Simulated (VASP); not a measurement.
# BaO (rock salt type) (Fm-3m) in VASP: further runs

BaO (rock salt type) is run at these levels: PBE; tasks: single point.

Program: VASP 6.6.1. These are calculated values, not measurements. Logs are shortened: lines on timing, memory, paths and dates and some standing lists are left out, and cuts for length are marked.

## Step 1: The cell of the first run

It takes space group Fm-3m (No. 225, cubic). The conventional cell has a = 5.498 Å, b = 5.498 Å, c = 5.498 Å, α = 90.00°, β = 90.00°, γ = 90.00°. Ba (site symmetry m-3m) has 6 O at 2.75 Å within 3.6 Å. O (site symmetry m-3m) has 6 Ba at 2.75 Å within 3.6 Å.

## Step 2: Single point, PBE

INCAR reads:

```
SYSTEM = BaO
ALGO = Normal
EDIFF = 1E-6
ENCUT = 600
GGA = PE
GGA_COMPAT = .False.
ISIF = 2
ISMEAR = -1
LASPH = .True.
LCHARG = .False.
LREAL = .False.
LWAVE = .False.
NBANDS = 15
NELM = 120
PREC = Accurate
SIGMA = 0.06122561905347299
```

KPOINTS reads:

```
k-points
0
Gamma
  17 17 17
  0 0 0
```

POSCAR reads:

```
BaO
1.0
    0.0000000000      2.7489803432      2.7489803432
    2.7489803432      0.0000000000      2.7489803432
    2.7489803432      2.7489803432      0.0000000000
Ba O
1 1
Direct
    0.0000000000      0.0000000000      0.0000000000
    0.5000000000      0.5000000000      0.5000000000
```

Potentials or basis: VASP PAW PBE potentials, release 64 (Ba_sv, O).

Run with:

```bash
cat potpaw_PBE.64/Ba_sv/POTCAR potpaw_PBE.64/O/POTCAR > POTCAR
mpirun -np 1 vasp_std > vasp.out
```

OUTCAR:

```text
SYSTEM = BaO
   EDIFF = 1E-6
   ENCUT = 600
   GGA = PE
   ISIF = 2
   ISMEAR = -1
   LASPH = .True.
   LREAL = .False.
   NELM = 120
   PREC = Accurate

 ion  position               nearest neighbor table
   1  0.000  0.000  0.000-   2 2.75   2 2.75   2 2.75   2 2.75   2 2.75   2 2.75
   2  0.500  0.500  0.500-   1 2.75   1 2.75   1 2.75   1 2.75   1 2.75   1 2.75

  LATTYP: Found a face centered cubic cell.
 ALAT       =     5.4979606864

  Lattice vectors:

 A1 = (   0.0000000000,   2.7489803432,   2.7489803432)
 A2 = (   2.7489803432,   0.0000000000,   2.7489803432)
 A3 = (   2.7489803432,   2.7489803432,   0.0000000000)

Analysis of symmetry for initial positions (statically):
=====================================================================
 Subroutine PRICEL returns:
 Original cell was already a primitive cell.

 Routine SETGRP: Setting up the symmetry group for a
 face centered cubic supercell.

 Subroutine GETGRP returns: Found 48 space group operations
 (whereof 48 operations were pure point group operations)
 out of a pool of 48 trial point group operations.

The static configuration has the point symmetry O_h .

Analysis of symmetry for dynamics (positions and initial velocities):
=====================================================================
 Subroutine PRICEL returns:
 Original cell was already a primitive cell.

 Routine SETGRP: Setting up the symmetry group for a
 face centered cubic supercell.

 Subroutine GETGRP returns: Found 48 space group operations
 (whereof 48 operations were pure point group operations)
 out of a pool of 48 trial point group operations.

The dynamic configuration has the point symmetry O_h .

 Subroutine INISYM returns: Found 48 space group operations
 (whereof 48 operations are pure point group operations),
 and found     1 'primitive' translations

----------------------------------------------------------------------------------------

                                     Primitive cell

  volume of cell :      41.5475

  direct lattice vectors                    reciprocal lattice vectors
     0.000000000  2.748980343  2.748980343    -0.181885622  0.181885622  0.181885622
     2.748980343  0.000000000  2.748980343     0.181885622 -0.181885622  0.181885622
     2.748980343  2.748980343  0.000000000     0.181885622  0.181885622 -0.181885622

  length of vectors
     3.887645284  3.887645284  3.887645284     0.315035139  0.315035139  0.315035139

  position of ions in fractional coordinates (direct lattice)
     0.000000000  0.000000000  0.000000000
     0.500000000  0.500000000  0.500000000

  ion indices of the primitive-cell ions
   primitive index   ion index
                 1           1
                 2           2

----------------------------------------------------------------------------------------

 KPOINTS: k-points

Automatic generation of k-mesh.
 Grid dimensions read from file:
 generate k-points for:   17   17   17

 Generating k-lattice:

  Cartesian coordinates                     Fractional coordinates (reciprocal lattice)
    -0.010699154  0.010699154  0.010699154     0.058823529  0.000000000  0.000000000
     0.010699154 -0.010699154  0.010699154     0.000000000  0.058823529  0.000000000
     0.010699154  0.010699154 -0.010699154     0.000000000  0.000000000  0.058823529

  Length of vectors
     0.018531479  0.018531479  0.018531479

  Shift w.r.t. Gamma in fractional coordinates (k-lattice)
     0.000000000  0.000000000  0.000000000

 Subroutine IBZKPT returns following result:
 ===========================================

 Found    165 irreducible k-points:

 Following reciprocal coordinates:
            Coordinates               Weight
  0.000000  0.000000  0.000000      1.000000
  0.058824  0.000000  0.000000      8.000000
  0.117647  0.000000  0.000000      8.000000
  0.176471  0.000000  0.000000      8.000000
  0.235294  0.000000  0.000000      8.000000
  0.294118  0.000000  0.000000      8.000000
[... 16 lines left out ...]
 -0.176471  0.058824  0.000000     24.000000
 -0.117647  0.058824  0.000000     24.000000
 [... further k-points ...]
   k-points           NKPTS =    165   k-points in BZ     NKDIM =    165   number of bands    NBANDS=     15
   number of dos      NEDOS =    301   number of ions     NIONS =      2
   total plane-waves  NPLWV =  32768
   dimension x,y,z NGX =    32 NGY =   32 NGZ =   32
   dimension x,y,z NGXF=    64 NGYF=   64 NGZF=   64
   ions per type =               1   1
   NGX,Y,Z   is equivalent  to a cutoff of  13.68, 13.68, 13.68 a.u.
   NGXF,Y,Z  is equivalent  to a cutoff of  27.37, 27.37, 27.37 a.u.
 SYSTEM =  BaO
   PREC   = accura    normal or accurate (medium, high low for compatibility)
   ISTART =      0    job   : 0-new  1-cont  2-samecut
   ICHARG =      2    charge: 1-file 2-atom 10-const
   ISPIN  =      1    spin polarized calculation?
   LNONCOLLINEAR =      F non collinear calculations
   LSORBIT =      F    spin-orbit coupling
   LASPH  =      T    aspherical Exc in radial PAW
   ENCUT  =  600.0 eV  44.10 Ry    6.64 a.u.   7.76  7.76  7.76*2*pi/ulx,y,z
   NELM   =    120;   NELMIN=  2; NELMDL= -5     # of ELM steps
   EDIFF  = 0.1E-05   stopping-criterion for ELM
   LREAL  =      F    real-space projection
   EDIFFG = 0.1E-04   stopping-criterion for IOM
   NSW    =      0    number of steps for IOM
   IBRION =     -1    ionic relax: 0-MD 1-quasi-New 2-CG
   NFREE  =      0    steps in history (QN), initial steepest desc. (CG)
   ISIF   =      2    stress and relaxation
   ISYM   =      2    0-nonsym 1-usesym 2-fastsym
   POTIM  = 0.5000    time-step for ionic-motion
   TEBEG  =    0.0;   TEEND  =   0.0 temperature during run
   PSTRESS=    0.0 pullay stress
   NELECT =      16.0000    total number of electrons
   NUPDOWN=      -1.0000    fix difference up-down
   EMIN   =  10.00;   EMAX   =-10.00  energy-range for DOS
   EFERMI =   0.00;   METHOD = LEGACY
   ISMEAR =    -1;   SIGMA  =   0.06  broadening in eV -4-tet -1-fermi 0-gaus
   EFERMI_NEDOS =   21; number of points for ismear=-14 and -15
   IALGO  =     38    algorithm
   IMIX   =      4    mixing-type and parameters
     AMIX     =   0.40;   BMIX     =  1.00
     AMIX_MAG =   1.60;   BMIX_MAG =  1.00
  volume/ion in A,a.u.               =      20.77       140.19
  Fermi-wavevector in a.u.,A,eV,Ry     =   1.191059  2.250775 19.301510  1.418621
  Thomas-Fermi vector in A             =   2.327129
   LORBIT       =      0    0 simple, 1 ext, 2 COOP (PROOUT), +10 PAW based schemes
   GGA     = PE    functional components
   LHFCALC =     F    Hartree Fock is set to
   AEXX    =    0.0000 exact exchange contribution
   IVDW    =     0    specifies the selected vdW correction
   LEPSILON=     F    determine dielectric tensor
   LRPA    =     F    only Hartree local field effects (RPA)
 non-spin polarized calculation
  energy-cutoff  :      600.00
  volume of cell :       41.55
 maximum number of plane-waves:      1411
   NGX = 15   NGY = 15   NGZ = 15

 number of electron      15.9999997 magnetization

 Free energy of the ion-electron system (eV)
  ---------------------------------------------------
  ext. energy  EPLUGINS =         0.00000000
  ---------------------------------------------------
  free energy    TOTEN  =       -11.77075034 eV

  energy without entropy =      -11.77075034  energy(sigma->0) =      -11.77075034

 E-fermi :   3.0467     XC(G=0):  -9.7231

 val. band max:        2.0274001493   @ k =  -0.4706   0.4706   0.0000
 cond. band min:       3.9475972487   @ k =   0.4706   0.4706   0.0000
 fundamental gap:      1.9201970993
 Fermi energy:         3.0466869863

 k-point     1 :       0.0000    0.0000    0.0000
  band No.  band energies     occupation
      1     -23.8827      2.00000
      2     -13.0503      2.00000
      3      -8.3494      2.00000
      4      -8.3494      2.00000
      5      -8.3494      2.00000
      6       1.6338      2.00000
      7       1.6338      2.00000
      8       1.6338      2.00000
      9       5.6758      0.00000
     10       6.7026      0.00000
     11       6.7026      0.00000
     12       6.7026      0.00000
     13       9.0255      0.00000
     14       9.0255      0.00000
     15      12.0223      0.00000

 k-point     2 :       0.0588    0.0000    0.0000
  band No.  band energies     occupation
      1     -23.8736      2.00000
      2     -13.0766      2.00000
      3      -8.3581      2.00000
      4      -8.3538      2.00000
      5      -8.3538      2.00000
      6       1.5490      2.00000
      7       1.5841      2.00000
      8       1.5841      2.00000
      9       5.8338      0.00000
     10       6.6609      0.00000
     11       6.7696      0.00000
     12       6.7696      0.00000
     13       9.1213      0.00000
     14       9.1213      0.00000
     15      12.2546      0.00000

 k-point     3 :       0.1176    0.0000    0.0000
  band No.  band energies     occupation
      1     -23.8474      2.00000
      2     -13.1523      2.00000
      3      -8.3827      2.00000
      4      -8.3664      2.00000
      5      -8.3664      2.00000
      6       1.3278      2.00000
      7       1.4471      2.00000
      8       1.4471      2.00000
      9       6.2483      0.00000
     10       6.5979      0.00000
     11       6.9665      0.00000
     12       6.9665      0.00000
     13       9.3944      0.00000
     14       9.3944      0.00000
     15      12.8973      0.00000
[... 343 lines left out ...]
 k-point    23 :      -0.1765    0.0588    0.0000
  band No.  band energies     occupation
      1     -23.7849      2.00000
      2     -13.3224      2.00000
      3      -8.4964      2.00000
      4      -8.3952      2.00000
      5      -8.3609      2.00000
      6       0.8416      2.00000
      7       1.0533      2.00000
      8       1.3888      2.00000
      9       6.3812      0.00000
     10       7.1413      0.00000
     11       7.3041      0.00000
     12       7.7827      0.00000
     13       9.9088      0.00000
     14      10.1730      0.00000
     15      14.3153      0.00000

 k-point    24 :      -0.1176    0.0588    0.0000
  band No.  band energies     occupation
      1     -23.8280      2.00000
      2     -13.2040      2.00000
      3      -8.4442      2.00000
      4      -8.3705      2.00000
      5      -8.3481      2.00000
      6       1.1203      2.00000
      7       1.2664      2.00000
      8       1.5476      2.00000
      9       6.4062      0.00000
     10       6.5546      0.00000
     11       7.0009      0.00000
     12       7.3437      0.00000
     13       9.4774      0.00000
     14       9.7113      0.00000
     15      13.3485      0.00000

 [... further k-points ...]
[... 5 lines left out ...]
  --------------------------------------------------------------------------------------
  -------------------------------------------------------------------------------------
  Total        1.2725256      1.2725256      1.2725256      0.0000000     -0.0000000      0.0000000
  in kB       49.0718269     49.0718269     49.0718269      0.0000000     -0.0000000      0.0000000
  external PRESSURE =      49.0718269 kB  Pullay stress =       0.0000000 kB

 VOLUME and BASIS-vectors are now :
 -----------------------------------------------------------------------------
  energy-cutoff  :      600.00
  volume of cell :       41.55
      direct lattice vectors                 reciprocal lattice vectors
     0.000000000  2.748980343  2.748980343    -0.181885622  0.181885622  0.181885622
     2.748980343  0.000000000  2.748980343     0.181885622 -0.181885622  0.181885622
     2.748980343  2.748980343  0.000000000     0.181885622  0.181885622 -0.181885622

 POSITION                                       TOTAL-FORCE (eV/Angst)
 -----------------------------------------------------------------------------------
      0.00000      0.00000      0.00000         0.000000      0.000000      0.000000
      2.74898      2.74898      2.74898        -0.000000     -0.000000     -0.000000
 -----------------------------------------------------------------------------------
    total drift:                                0.000000     -0.000000      0.000000

  FREE ENERGIE OF THE ION-ELECTRON SYSTEM (eV)
  ---------------------------------------------------
  free  energy   TOTEN  =       -11.7707503434 eV

  energy  without entropy=      -11.7707503382  energy(sigma->0) =      -11.77075034
```

Wall time 69 s (1 thread of Intel Xeon Platinum 8259CL at 2.50GHz (Skylake/Cascade Lake), shared host); peak memory 0.27 GiB.

What came out:

```
Free energy            : -11.7708 eV
Pressure               : 4.9 GPa
Band gap on the k mesh : 1.92 eV (least direct gap 1.95 eV)
```

Caveat: the cell stands under pressure; spin-orbit coupling is left out, which moves the levels of the heavy elements; an odd mesh through Γ misses points on the zone boundary, where band edges can lie.

[end of part 1 of 2]
